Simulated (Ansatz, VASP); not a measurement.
## One calculation of BAs, two programs

File INCAR:

```
PREC = Accurate ; ENCUT = 520
EDIFF = 1E-6 ; ISMEAR = -1
SIGMA = 0.05 ; LREAL = F
LASPH = T ; NELM = 100
ALGO = Normal ; ISIF = 2
LWAVE = F ; LCHARG = T
GGA = PE ; LELF = T
LVHAR = T ; NBANDS = 11
```

File KPOINTS:

```
Automatic mesh
0
Gamma
  15 15 15
```

POSCAR

```
BAs
1.0
    2.7275712771      0.0000000000      0.0000000000
    0.0000000000      2.7275712771      0.0000000000
    0.0000000000      0.0000000000      2.7275712771
B As
1 1
Direct
    0.0000000000      0.0000000000      0.0000000000
    0.5000000000      0.5000000000      0.5000000000
```

Input for Ansatz:

```yaml
crystal:
  lattice:
    - [2.7275712771, 0.0, 0.0]
    - [0.0, 2.7275712771, 0.0]
    - [0.0, 0.0, 2.7275712771]
  atoms:
    - { symbol: B, position: [0.0, 0.0, 0.0] }
    - { symbol: As, position: [0.5, 0.5, 0.5] }
kpoints:
  mp_grid: { grid: [15, 15, 15] }
scf:
  occupations: { method: fermi_dirac, width: 0.05 }
hamiltonian:
  xc: pbe
  pseudopotentials: { kind: all_electron, lapw: { basis_error: 0.001 } }
output:
  forces: true
  stress: true
  eigenvalues: true
  populations: true
```

Change from the starting cell: volume scaled by 0.8, LAPW.

Alike in both runs: task single point; functional PBE; k mesh 15 × 15 × 15; occupations fermi-dirac, width 0.05 eV; no spin polarisation.

```csv
,VASP,Ansatz
version,VASP 6.6.1,Ansatz 0.2.0
potentials or method,"VASP PAW PBE potentials, release 64 (B, As), cutoff 520 eV","all-electron LAPW, scalar-relativistic"
```

|  | VASP | Ansatz | Ansatz less VASP |
| --- | --- | --- | --- |
| pressure (GPa) | 38.0 | 37.2 | -0.83 |

Both programs put the cell under a high pressure, so it lies far from rest at this level. Ansatz ran all-electron here, and VASP with PAW potentials.
